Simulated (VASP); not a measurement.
# AlNi (Pm-3m) in VASP: further runs

AlNi is run at these levels: PBEsol, PBE; tasks: single point.

Everything below comes from runs of VASP 6.6.1. Logs are shortened: lines on timing, memory, paths and dates and some standing lists are left out, and cuts for length are marked.

## Step 1: The cell of the first run

Symmetry: Pm-3m, No. 221, cubic system. Conventional cell: a = 2.851 Å, b = 2.851 Å, c = 2.851 Å, α = 90.00°, β = 90.00°, γ = 90.00°. Ni (site symmetry m-3m) has 8 Al at 2.47 Å and 6 Ni at 2.85 Å within 3.3 Å. Al (site symmetry m-3m) has 8 Ni at 2.47 Å and 6 Al at 2.85 Å within 3.3 Å.

## Step 2: Single point, PBEsol, collinear spin, ferromagnetic start

File INCAR:

```
  PREC = Accurate
  ENCUT = 520
  EDIFF = 1E-7
  ISMEAR = -1
  SIGMA = 0.05
  LREAL = F
  LASPH = T
  NELM = 150
  ALGO = Normal
  ISIF = 2
  LWAVE = F
  LCHARG = F
  ISPIN = 2
  MAGMOM = 1 0
  LORBIT = 11
  LMAXMIX = 4
  GGA = PS
  NBANDS = 18
```

File KPOINTS:

```
Automatic mesh
0
Gamma
  9 9 9
```

File POSCAR:

```
AlNi
1.0
    2.8510419164      0.0000000000      0.0000000000
    0.0000000000      2.8510419164      0.0000000000
    0.0000000000      0.0000000000      2.8510419164
Ni Al
1 1
Direct
    0.5000000000      0.5000000000      0.5000000000
    0.0000000000      0.0000000000      0.0000000000
```

Potentials or basis: VASP PAW PBE potentials, release 64 (Ni, Al).

The run is started by

```bash
> cat potpaw_PBE.64/Ni/POTCAR potpaw_PBE.64/Al/POTCAR > POTCAR
> mpirun -np 1 vasp_std > vasp.out
```

OUTCAR:

```text
PREC = Accurate
   ENCUT = 520
   EDIFF = 1E-7
   ISMEAR = -1
   LREAL = F
   LASPH = T
   NELM = 150
   ISIF = 2
   ISPIN = 2
   LORBIT = 11
   GGA = PS

 ion  position               nearest neighbor table
   1  0.500  0.500  0.500-   2 2.47   2 2.47   2 2.47   2 2.47   2 2.47   2 2.47   2 2.47   2 2.47

   2  0.000  0.000  0.000-   1 2.47   1 2.47   1 2.47   1 2.47   1 2.47   1 2.47   1 2.47   1 2.47

  LATTYP: Found a simple cubic cell.
 ALAT       =     2.8510419164

  Lattice vectors:

 A1 = (   2.8510419164,   0.0000000000,   0.0000000000)
 A2 = (   0.0000000000,   2.8510419164,   0.0000000000)
 A3 = (   0.0000000000,   0.0000000000,   2.8510419164)

Analysis of symmetry for initial positions (statically):
=====================================================================
 Subroutine PRICEL returns:
 Original cell was already a primitive cell.

 Routine SETGRP: Setting up the symmetry group for a
 simple cubic supercell.

 Subroutine GETGRP returns: Found 48 space group operations
 (whereof 48 operations were pure point group operations)
 out of a pool of 48 trial point group operations.

The static configuration has the point symmetry O_h .

Analysis of symmetry for dynamics (positions and initial velocities):
=====================================================================
 Subroutine PRICEL returns:
 Original cell was already a primitive cell.

 Routine SETGRP: Setting up the symmetry group for a
 simple cubic supercell.

 Subroutine GETGRP returns: Found 48 space group operations
 (whereof 48 operations were pure point group operations)
 out of a pool of 48 trial point group operations.

The dynamic configuration has the point symmetry O_h .

Analysis of structural, dynamic, and magnetic symmetry:
=====================================================================
 Subroutine PRICEL returns:
 Original cell was already a primitive cell.

 Routine SETGRP: Setting up the symmetry group for a
 simple cubic supercell.

 Subroutine GETGRP returns: Found 48 space group operations
 (whereof 48 operations were pure point group operations)
 out of a pool of 48 trial point group operations.

The overall configuration has the point symmetry O_h .

 Subroutine INISYM returns: Found 48 space group operations
 (whereof 48 operations are pure point group operations),
 and found     1 'primitive' translations

----------------------------------------------------------------------------------------

                                     Primitive cell

  volume of cell :      23.1745
[... 107 lines left out ...]
   IMIX   =      4    mixing-type and parameters
     AMIX     =   0.40;   BMIX     =  1.00
     AMIX_MAG =   1.60;   BMIX_MAG =  1.00
  volume/ion in A,a.u.               =      11.59        78.19
  Fermi-wavevector in a.u.,A,eV,Ry     =   1.350161  2.551435 24.802546  1.822936
  Thomas-Fermi vector in A             =   2.477689
   LORBIT       =     11    0 simple, 1 ext, 2 COOP (PROOUT), +10 PAW based schemes
   GGA     = PS    functional components
   LHFCALC =     F    Hartree Fock is set to
   AEXX    =    0.0000 exact exchange contribution
   IVDW    =     0    specifies the selected vdW correction
   LEPSILON=     F    determine dielectric tensor
   LRPA    =     F    only Hartree local field effects (RPA)
 spin polarized calculation
  energy-cutoff  :      520.00
  volume of cell :       23.17
 maximum number of plane-waves:       635
 NGX is ok and might be reduce to    24
   NGX = 11   NGY = 11   NGZ = 11

 number of electron      13.0000005 magnetization       0.0001561

 number of electron      13.0000005 magnetization      -0.0000050

 Free energy of the ion-electron system (eV)
  ---------------------------------------------------
  ext. energy  EPLUGINS =         0.00000000
  ---------------------------------------------------
  free energy    TOTEN  =       -11.58408571 eV

  energy without entropy =      -11.57783515  energy(sigma->0) =      -11.58096043

 E-fermi :  10.3273     XC(G=0): -12.3197

 val. band max:       10.2612516130   @ k =   0.3333   0.1111   0.0000
 cond. band min:      10.3803327804   @ k =   0.3333   0.1111   0.1111
 fundamental gap:      0.1190811675
 Fermi energy:        10.3273311489

 spin component 1

 k-point     1 :       0.0000    0.0000    0.0000
  band No.  band energies     occupation
      1      -1.0464      1.00000
      2       6.9145      1.00000
      3       6.9145      1.00000
      4       8.6961      1.00000
      5       8.6961      1.00000
      6       8.6961      1.00000
[... 493 lines left out ...]
     17      33.2873      0.00000
     18      37.2507      0.00000

 [... further k-points ...]

 spin component 2

 k-point     1 :       0.0000    0.0000    0.0000
  band No.  band energies     occupation
      1      -1.0464      1.00000
      2       6.9145      1.00000
      3       6.9145      1.00000
      4       8.6962      1.00000
      5       8.6962      1.00000
      6       8.6962      1.00000
[... 493 lines left out ...]
     17      33.2874      0.00000
     18      37.2508      0.00000

 [... further k-points ...]
[... 5 lines left out ...]
  --------------------------------------------------------------------------------------
  -------------------------------------------------------------------------------------
  Total        0.3045180      0.3045180      0.3045180      0.0000000      0.0000000     -0.0000000
  in kB       21.0529395     21.0529395     21.0529395      0.0000000      0.0000000     -0.0000000
  external PRESSURE =      21.0529395 kB  Pullay stress =       0.0000000 kB

 VOLUME and BASIS-vectors are now :
 -----------------------------------------------------------------------------
  energy-cutoff  :      520.00
  volume of cell :       23.17
      direct lattice vectors                 reciprocal lattice vectors
     2.851041916  0.000000000  0.000000000     0.350748965  0.000000000  0.000000000
     0.000000000  2.851041916  0.000000000     0.000000000  0.350748965  0.000000000
     0.000000000  0.000000000  2.851041916     0.000000000  0.000000000  0.350748965

 POSITION                                       TOTAL-FORCE (eV/Angst)
 -----------------------------------------------------------------------------------
      1.42552      1.42552      1.42552         0.000000      0.000000      0.000000
      0.00000      0.00000      0.00000         0.000000      0.000000      0.000000
 -----------------------------------------------------------------------------------
    total drift:                                0.000000      0.000000     -0.000000

  FREE ENERGIE OF THE ION-ELECTRON SYSTEM (eV)
  ---------------------------------------------------
  free  energy   TOTEN  =       -11.5840857122 eV

  energy  without entropy=      -11.5778351525  energy(sigma->0) =      -11.58096043

 total charge

# of ion       s       p       d       tot
------------------------------------------
    1        0.493   0.550   8.490   9.533
    2        0.386   0.426   0.000   0.812
--------------------------------------------------
tot          0.879   0.976   8.490  10.345

 magnetization (x)

# of ion       s       p       d       tot
------------------------------------------
    1        0.000   0.000   0.000   0.000
    2       -0.000   0.000   0.000  -0.000
--------------------------------------------------
tot          0.000   0.000   0.000   0.000
```

Wall time 10 s (1 thread of Intel Xeon 6975P-C (Granite Rapids), shared host); peak memory 0.16 GiB.

Results:

```yaml
Free_energy: -11.5841 eV
Pressure: 2.1 GPa
Net_moment: 0.00 μB per cell
Valence_electrons_inside_the_program's_atomic_spheres: Ni 9.53; Al 0.81
```

Caveat: the PAW data sets were made with another functional, which shifts forces and pressure a little.

## Step 3: Single point, PBEsol, collinear spin, ferromagnetic start

This run uses another cell than the first one, of 11.71 Å³/atom, 1.011 times its volume.

File INCAR:

```
SYSTEM = AlNi
PREC     = Accurate       ! precision mode
ENCUT    = 520            ! plane-wave cutoff, eV
EDIFF    = 1E-7           ! SCF threshold, eV
ISMEAR   = -1             ! smearing method
SIGMA    = 0.05           ! smearing width, eV
LREAL    = .FALSE.        ! projectors in reciprocal space
LASPH    = .TRUE.         ! aspherical terms in the spheres
NELM     = 150            ! most SCF steps
ALGO     = Normal         ! electronic algorithm
ISIF     = 2              ! what is computed and relaxed
LWAVE    = .FALSE.        ! write WAVECAR
LCHARG   = .FALSE.        ! write CHGCAR
ISPIN    = 2              ! spin polarisation
MAGMOM   = 1 0            ! initial moments
LORBIT   = 11             ! projections on sites
LMAXMIX  = 4              ! l up to which the mixer works
GGA      = PS             ! functional
NBANDS   = 18             ! bands
```

File KPOINTS:

```
Automatic mesh
0
G
  9 9 9
  0 0 0
```

File POSCAR:

```
AlNi
1.0
    2.8614742639      0.0000000000      0.0000000000
    0.0000000000      2.8614742639      0.0000000000
    0.0000000000      0.0000000000      2.8614742639
Ni Al
1 1
Direct
    0.5000000000      0.5000000000      0.5000000000
    0.0000000000      0.0000000000      0.0000000000
```

Potentials or basis: VASP PAW PBE potentials, release 64 (Ni, Al).

The run is started by

```bash
> cat potpaw_PBE.64/Ni/POTCAR potpaw_PBE.64/Al/POTCAR > POTCAR
> mpirun -np 1 vasp_std > vasp.out
```

OUTCAR:

```text
SYSTEM = AlNi
   PREC = Accurate
   ENCUT = 520
   EDIFF = 1E-7
   ISMEAR = -1
   LREAL = .FALSE.
   LASPH = .TRUE.
   NELM = 150
   ISIF = 2
   ISPIN = 2
   LORBIT = 11
   GGA = PS

 ion  position               nearest neighbor table
   1  0.500  0.500  0.500-   2 2.48   2 2.48   2 2.48   2 2.48   2 2.48   2 2.48   2 2.48   2 2.48

   2  0.000  0.000  0.000-   1 2.48   1 2.48   1 2.48   1 2.48   1 2.48   1 2.48   1 2.48   1 2.48

  LATTYP: Found a simple cubic cell.
 ALAT       =     2.8614742639

  Lattice vectors:

 A1 = (   2.8614742639,   0.0000000000,   0.0000000000)
 A2 = (   0.0000000000,   2.8614742639,   0.0000000000)
 A3 = (   0.0000000000,   0.0000000000,   2.8614742639)

Analysis of symmetry for initial positions (statically):
=====================================================================
 Subroutine PRICEL returns:
 Original cell was already a primitive cell.

 Routine SETGRP: Setting up the symmetry group for a
 simple cubic supercell.

 Subroutine GETGRP returns: Found 48 space group operations
 (whereof 48 operations were pure point group operations)
 out of a pool of 48 trial point group operations.

The static configuration has the point symmetry O_h .

Analysis of symmetry for dynamics (positions and initial velocities):
=====================================================================
 Subroutine PRICEL returns:
 Original cell was already a primitive cell.

 Routine SETGRP: Setting up the symmetry group for a
 simple cubic supercell.

 Subroutine GETGRP returns: Found 48 space group operations
 (whereof 48 operations were pure point group operations)
 out of a pool of 48 trial point group operations.

The dynamic configuration has the point symmetry O_h .

Analysis of structural, dynamic, and magnetic symmetry:
=====================================================================
 Subroutine PRICEL returns:
 Original cell was already a primitive cell.

 Routine SETGRP: Setting up the symmetry group for a
 simple cubic supercell.

 Subroutine GETGRP returns: Found 48 space group operations
[... 143 lines left out ...]
 number of electron      13.0000010 magnetization       0.0000268

 Free energy of the ion-electron system (eV)
  ---------------------------------------------------
  ext. energy  EPLUGINS =         0.00000000
  ---------------------------------------------------
  free energy    TOTEN  =       -11.58591840 eV

  energy without entropy =      -11.57956163  energy(sigma->0) =      -11.58274002

 E-fermi :  10.1758     XC(G=0): -12.2661

 val. band max:       10.1088495995   @ k =   0.3333   0.1111   0.0000
 cond. band min:      10.2268397716   @ k =   0.3333   0.1111   0.1111
 fundamental gap:      0.1179901722
 Fermi energy:        10.1757977971

 spin component 1

 k-point     1 :       0.0000    0.0000    0.0000
  band No.  band energies     occupation
      1      -1.1127      1.00000
      2       6.8210      1.00000
      3       6.8210      1.00000
      4       8.5713      1.00000
      5       8.5713      1.00000
      6       8.5713      1.00000
[... 493 lines left out ...]
     17      32.9987      0.00000
     18      36.9164      0.00000

 [... further k-points ...]

 spin component 2

 k-point     1 :       0.0000    0.0000    0.0000
  band No.  band energies     occupation
      1      -1.1127      1.00000
      2       6.8211      1.00000
      3       6.8211      1.00000
      4       8.5715      1.00000
      5       8.5715      1.00000
      6       8.5715      1.00000
[... 493 lines left out ...]
     17      32.9987      0.00000
     18      36.9163      0.00000

 [... further k-points ...]
[... 5 lines left out ...]
  --------------------------------------------------------------------------------------
  -------------------------------------------------------------------------------------
  Total        0.0226647      0.0226647      0.0226647      0.0000000      0.0000000     -0.0000000
  in kB        1.5498518      1.5498518      1.5498518      0.0000000      0.0000000     -0.0000000
  external PRESSURE =       1.5498518 kB  Pullay stress =       0.0000000 kB

 VOLUME and BASIS-vectors are now :
 -----------------------------------------------------------------------------
  energy-cutoff  :      520.00
  volume of cell :       23.43
      direct lattice vectors                 reciprocal lattice vectors
     2.861474264  0.000000000  0.000000000     0.349470206  0.000000000  0.000000000
     0.000000000  2.861474264  0.000000000     0.000000000  0.349470206  0.000000000
     0.000000000  0.000000000  2.861474264     0.000000000  0.000000000  0.349470206

 POSITION                                       TOTAL-FORCE (eV/Angst)
 -----------------------------------------------------------------------------------
      1.43074      1.43074      1.43074         0.000000      0.000000      0.000000
      0.00000      0.00000      0.00000         0.000000      0.000000      0.000000
 -----------------------------------------------------------------------------------
    total drift:                                0.000000      0.000000     -0.000000

  FREE ENERGIE OF THE ION-ELECTRON SYSTEM (eV)
  ---------------------------------------------------
  free  energy   TOTEN  =       -11.5859184037 eV

  energy  without entropy=      -11.5795616291  energy(sigma->0) =      -11.58274002

 total charge

# of ion       s       p       d       tot
------------------------------------------
    1        0.489   0.540   8.484   9.513
    2        0.385   0.421   0.000   0.806
--------------------------------------------------
tot          0.873   0.961   8.484  10.319

 magnetization (x)

# of ion       s       p       d       tot
------------------------------------------
    1        0.000   0.000   0.000   0.000
    2       -0.000   0.000   0.000  -0.000
--------------------------------------------------
tot          0.000   0.000   0.000   0.000
```

OSZICAR:

```text
N       E                     dE             d eps       ncg     rms          rms(c)
DAV:   1     0.451563129352E+02    0.45156E+02   -0.53654E+03  2616   0.802E+02
DAV:   2    -0.105373153231E+02   -0.55694E+02   -0.49237E+02  2804   0.164E+02
DAV:   3    -0.131598704295E+02   -0.26226E+01   -0.25778E+01  2982   0.365E+01
DAV:   4    -0.131929721058E+02   -0.33102E-01   -0.33075E-01  3020   0.368E+00
DAV:   5    -0.131937148247E+02   -0.74272E-03   -0.74265E-03  2906   0.595E-01    0.133E+01
DAV:   6    -0.153964302261E+02   -0.22027E+01   -0.46173E+01  2820   0.801E+01    0.171E+01
DAV:   7    -0.116161619720E+02    0.37803E+01   -0.13748E+01  2814   0.467E+01    0.152E+00
DAV:   8    -0.116004693056E+02    0.15693E-01   -0.29092E-01  3284   0.502E+00    0.106E+00
DAV:   9    -0.115854839496E+02    0.14985E-01   -0.40096E-02  3144   0.191E+00    0.555E-01
DAV:  10    -0.115858652045E+02   -0.38125E-03   -0.97955E-04  3396   0.296E-01    0.214E-01
DAV:  11    -0.115858303660E+02    0.34839E-04   -0.18636E-03  3198   0.375E-01    0.108E-01
DAV:  12    -0.115859153850E+02   -0.85019E-04   -0.17617E-04  3408   0.120E-01    0.453E-02
DAV:  13    -0.115859189239E+02   -0.35389E-05   -0.15079E-05  3520   0.340E-02    0.150E-02
DAV:  14    -0.115859184410E+02    0.48289E-06   -0.16900E-06  3316   0.142E-02    0.393E-03
DAV:  15    -0.115859184037E+02    0.37321E-07   -0.40518E-08  1554   0.172E-03
   1 F= -.11585918E+02 E0= -.11582740E+02  d E =-.635677E-02  mag=     0.0000
```

stdout:

```text
POSCAR found type information on POSCAR NiAl
 POSCAR found :  2 types and       2 ions
 scaLAPACK will be used
 -----------------------------------------------------------------------------
|                                                                             |
|                                                                             |
|     You enforced a specific xc type in the INCAR file but a different       |
|     I HOPE YOU KNOW WHAT YOU ARE DOING!                                     |
|                                                                             |
 -----------------------------------------------------------------------------

 LDA part: xc-table for (Slater+PW92), standard interpolation
 POSCAR, INCAR and KPOINTS ok, starting setup
 FFT: planning ... GRIDC
 FFT: planning ... GRID_SOFT
 FFT: planning ... GRID
 WAVECAR not read
 entering main loop
```

It took 10 s on 1 thread of Intel Xeon 6975P-C (Granite Rapids), shared host; peak memory 0.16 GiB.

What came out:

```
Free energy                                           : -11.5859 eV
Pressure                                              : 0.2 GPa
Net moment                                            : 0.00 μB per cell
Valence electrons inside the program's atomic spheres : Ni 9.51; Al 0.81
```

Levels at points of the mesh, in eV from the Fermi level:
Spin up:
```tsv
k point	band 2	band 3	band 4	band 5	band 6	band 7	band 8	band 9	band 10	band 11
(0.00, 0.00, 0.00)	-3.35	-3.35	-1.60	-1.60	-1.60	5.58	5.58	5.58	8.20	8.20
```
Spin down:
| k point | band 3 | band 4 | band 5 | band 6 | band 7 | band 8 | band 9 | band 10 |
| --- | --- | --- | --- | --- | --- | --- | --- | --- |
| (0.00, 0.00, 0.00) | -3.35 | -1.60 | -1.60 | -1.60 | 5.58 | 5.58 | 5.58 | 8.20 |

Caveat: the PAW data sets were made with another functional, which shifts forces and pressure a little.

(Part 1 of 2 ends here.)
